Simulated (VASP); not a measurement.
Sn: single point with LDA

Crystal: Sn.

```
CELL_PARAMETERS angstrom
-1.68385 1.68381 2.28419
1.68385 -1.68381 2.28419
1.68385 1.68381 -2.28419
ATOMIC_POSITIONS crystal
Sn 0.00000 0.00000 0.00000
```

```
Program             : VASP 6.6.1
Task                : single point
Functional          : LDA
Potentials or basis : VASP PAW LDA potentials, release 64 (Sn_d)
Cutoff              : 520 eV
k mesh              : 11 × 11 × 11
Occupations         : fermi-dirac, width 0.05 eV
Spin                : no spin polarisation
```

The pressure is 0.0 GPa and the band gap on the k mesh is zero (band 7 reaches 16.40 eV, above the bottom of band 8 at 6.47 eV).

Levels at points of the mesh, in eV from the Fermi level:
```csv
k point,band 5,band 6,band 7,band 8,band 9,band 10
"(0.00, 0.00, 0.00)",-21.34,-11.49,7.96,8.05,8.05,10.81
```

It took 54 s on 1 thread of Intel(R) Xeon(R) Platinum 8375C CPU @ 2.90GHz (Ice Lake), with other jobs on the host, peak memory 0.19 GiB.

Caveat: spin-orbit coupling is left out, which moves the levels of the heavy elements.
